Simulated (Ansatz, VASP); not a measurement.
Two plane-wave programs on Ag

File INCAR:

```
PREC = Accurate
ENCUT = 520
EDIFF = 1E-6
ISMEAR = 0
SIGMA = 0.15
LREAL = False
LASPH = True
NELM = 60
ALGO = Normal
ISIF = 2
LWAVE = False
LCHARG = True
GGA = CA
LELF = True
LVHAR = True
NBANDS = 12
```

Contents of KPOINTS:

```
Automatic mesh
0
Gamma
  20 20 20
```

The input POSCAR:

```
Ag
1.0
   -1.6556540000      1.6556540000      1.6970453500
    1.6556540000     -1.6556540000      1.6970453500
    1.6556540000      1.6556540000     -1.6970453500
Ag
1
Direct
    0.0000000000      0.0000000000      0.0000000000
```

Input for Ansatz:

```yaml
crystal:
  lattice:
    - [-1.655654, 1.655654, 1.69704535]
    - [1.655654, -1.655654, 1.69704535]
    - [1.655654, 1.655654, -1.69704535]
  atoms:
    - { symbol: Ag, position: [0.0, 0.0, 0.0] }
basis:
  ecutwfc: 420
kpoints:
  mp_grid: { grid: [20, 20, 20] }
hamiltonian:
  xc: lda
scf:
  occupations: { method: gaussian, width: 0.15 }
output:
  forces: true
  stress: true
  eigenvalues: true
```

Change from the starting cell: strain +0.000 along x and y, +0.025 along z, atoms carried along.

Alike in both runs: task single point; functional LDA; k mesh 20 × 20 × 20; occupations gaussian, width 0.15 eV; no spin polarisation.

```csv
,VASP,Ansatz
version,VASP 6.6.1,Ansatz 0.2.0
potentials or method,"VASP PAW LDA potentials, release 64 (Ag), cutoff 520 eV","scalar-relativistic, plane waves, PAW"
valence electrons in the cell,11,19
```

|  | VASP | Ansatz | Ansatz less VASP |
| --- | --- | --- | --- |
| gap on the k mesh at the Fermi level (eV) | none | none | - |
| pressure (GPa) | -12.7 | -12.9 | -0.15 |
| traceless stress, the component that is largest in VASP (GPa) | 0.27 | 0.26 | -0.001 |

LDA's correlation is that of Perdew and Zunger in VASP and of Perdew and Wang (1992) in Ansatz. A gap of «none» marks a metal or a gap that the smearing closes. VASP's potentials hold 11 valence electrons a cell and Ansatz's 19, so a difference there can come from the potentials and not from the codes.
